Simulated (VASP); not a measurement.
Here is a VASP 6.6.1 calculation.

INCAR

```
SYSTEM = GaSi62
ALGO = Normal
EDIFF = 1E-6
ENCUT = 520
GGA = PE
ISIF = 2
ISMEAR = -1
LASPH = .TRUE.
LCHARG = .TRUE.
LELF = .TRUE.
LREAL = Auto
LVHAR = .TRUE.
LWAVE = .FALSE.
NBANDS = 168
NELECT = 260.0
NELM = 60
PREC = Accurate
SIGMA = 0.02
```

Contents of KPOINTS:

```
k-points
0
G
  1 1 1
  0 0 0
```

The input POSCAR:

```
GaSi62
1.0
   10.8600000000      0.0000000000      0.0000000000
    0.0000000000     10.8600000000      0.0000000000
    0.0000000000      0.0000000000     10.8600000000
Si Ga
62 1
Direct
    0.5070615101      0.0068987109     -0.0049709945
    0.8678141805      0.3676532228      0.1257290055
    0.7552624309      0.0069050645      0.2432243094
    0.8766021179      0.1245482505      0.3765719153
   -0.0008520258     -0.0004049724      0.0015242173
    0.1253087477      0.1247131676      0.1254107735
    0.2497911602      0.2496144567      0.0005045120
    0.3737092081      0.3764409761      0.1255701657
    0.4997390424      0.4990042357      0.0015278085
    0.6248764273      0.6251464088      0.1254102210
    0.7497840700      0.7496213628      0.0005046041
    0.8765918969      0.8735602210      0.1255704420
    0.2527653775      0.0010351750      0.2491023020
    0.3809788214      0.1271851750      0.3693045120
    0.5070580110      0.2551207182      0.2432254144
    0.6247169429      0.3764344383      0.3765769797
    0.7487565378      0.4990014733      0.2505467772
    0.8772182320      0.6245931860      0.3753695212
    0.5011838858      0.0010400552      0.4975178637
    0.6248758748      0.1247124309      0.6249790055
    0.7497852670      0.2496151934      0.5004983425
    0.8737226519      0.3735745856      0.6271720994
    0.7487593923     -0.0004093923      0.7511362799
    0.8677654696      0.1244483425      0.8825151934
   -0.0053163904      0.4945206262      0.0018084715
    0.1242858195      0.6241455801      0.1254172192
    0.2512010129      0.7510631676      0.0006717311
    0.3809842541      0.8808290055      0.1229664825
   -0.0008354512      0.2485984346      0.2505455801
    0.1247350829      0.3770798343      0.3753633517
    0.2496182320      0.5013105893      0.2512827808
    0.3760690608      0.6273865562      0.3742249540
    0.5011932781      0.7526047882      0.2490972376
    0.6273250460      0.8808329650      0.3693020258
    0.0014667587     -0.0011559853      0.5006751381
    0.1242818600      0.1247326888      0.6260046961
    0.2512008287      0.2494801105      0.4990843462
    0.3749236648      0.3770746777      0.6255549724
    0.4990065378      0.5013034070      0.5006731123
    0.6248686924      0.6241423573      0.6260038674
    0.7496154696      0.7510616022      0.4990869245
    0.8772287293      0.8747686004      0.6255568140
    0.2496147330     -0.0011506446      0.7488204420
    0.3737197053      0.1245467772      0.8736896869
    0.4997444751      0.2485989871      0.7511258748
    0.6245665746      0.3676416206      0.8824854512
    0.7484814917      0.4945201657      0.7556084715
    0.8737313996      0.6229449355      0.8765593002
    0.0014568140      0.7494734807      0.2512911602
    0.1275526703      0.8759058011      0.3742313076
   -0.0010933702      0.4987631676      0.5023379374
    0.1249615101      0.6248018416      0.6253267956
    0.2499996317      0.7498327808      0.5002887661
    0.3760556169      0.8759103131      0.6227321363
   -0.0053364641      0.2483398711      0.7556208103
    0.1231136280      0.3735690608      0.8765650092
    0.2479448435      0.4987580110      0.7513799263
    0.3749142726      0.6245924494      0.8730641805
    0.4989927256      0.7494730203      0.7488278085
    0.6247145488      0.8735553407      0.8736962247
   -0.0010861878      0.7477872928      0.7513757827
    0.1247321363      0.8747729282      0.8730590239
    0.6547912523      0.1546351750      0.0954930018
```

Potentials or basis: VASP PAW PBE potentials, release 64 (Si, Ga_d).

Command:

```console
$ cat potpaw_PBE.64/Si/POTCAR potpaw_PBE.64/Ga_d/POTCAR > POTCAR
$ mpirun -np 1 vasp_gam > vasp.out
```

**Question.** Predict the largest force.

**Answer.** 0.130 eV/Å.

Forces on the atoms (eV/Å):
```
Si  -0.025 -0.024 -0.012
Si   0.014  0.014  0.002
Si   0.012 -0.024  0.024
Si   0.004 -0.001  0.000
Si  -0.002  0.006 -0.002
Si   0.000  0.003 -0.003
Si   0.001 -0.002  0.003
Si   0.000  0.004  0.001
Si   0.006 -0.001 -0.002
Si   0.002  0.001 -0.004
Si  -0.002  0.000  0.003
Si   0.004  0.000  0.001
Si   0.001  0.002 -0.003
Si   0.002 -0.012 -0.004
Si  -0.024  0.012  0.025
Si   0.000  0.004  0.001
Si   0.002 -0.002 -0.004
Si  -0.004  0.000 -0.004
Si   0.003  0.002 -0.002
Si   0.002  0.004 -0.002
Si  -0.002 -0.002  0.000
Si   0.000  0.000 -0.005
Si   0.001  0.005  0.002
Si   0.015 -0.003 -0.014
Si   0.006  0.006 -0.008
Si   0.000  0.000  0.003
Si   0.000  0.000 -0.004
Si   0.001  0.002  0.011
Si  -0.002  0.002 -0.004
Si   0.001 -0.004 -0.003
Si   0.003  0.000 -0.008
Si   0.002  0.000 -0.002
Si   0.002  0.002 -0.003
Si  -0.011  0.001 -0.002
Si   0.000  0.008 -0.003
Si   0.000 -0.002  0.001
Si   0.000  0.002  0.000
Si   0.003 -0.003 -0.001
Si   0.007  0.000 -0.003
Si  -0.001 -0.001  0.001
Si   0.002  0.000  0.000
Si  -0.004  0.004 -0.001
Si   0.002  0.007 -0.001
Si   0.000 -0.001 -0.003
Si   0.005  0.001  0.001
Si  -0.002  0.015 -0.014
Si   0.009  0.006 -0.006
Si   0.001  0.005  0.000
Si   0.000  0.002 -0.008
Si  -0.001  0.002 -0.003
Si   0.002  0.002 -0.007
Si   0.000  0.001 -0.002
Si   0.004  0.001  0.002
Si   0.002  0.002  0.000
Si   0.007  0.007 -0.006
Si   0.004  0.001  0.000
Si   0.008  0.003 -0.002
Si   0.004  0.001  0.004
Si   0.007  0.002 -0.001
Si   0.000  0.000 -0.004
Si   0.003  0.008 -0.002
Si   0.001  0.004  0.004
Ga  -0.074 -0.075  0.076
```

Caveat: the k points lie up to 0.58 Å⁻¹ apart; the cell carries a net charge on a neutralising background, which shifts energy and pressure.
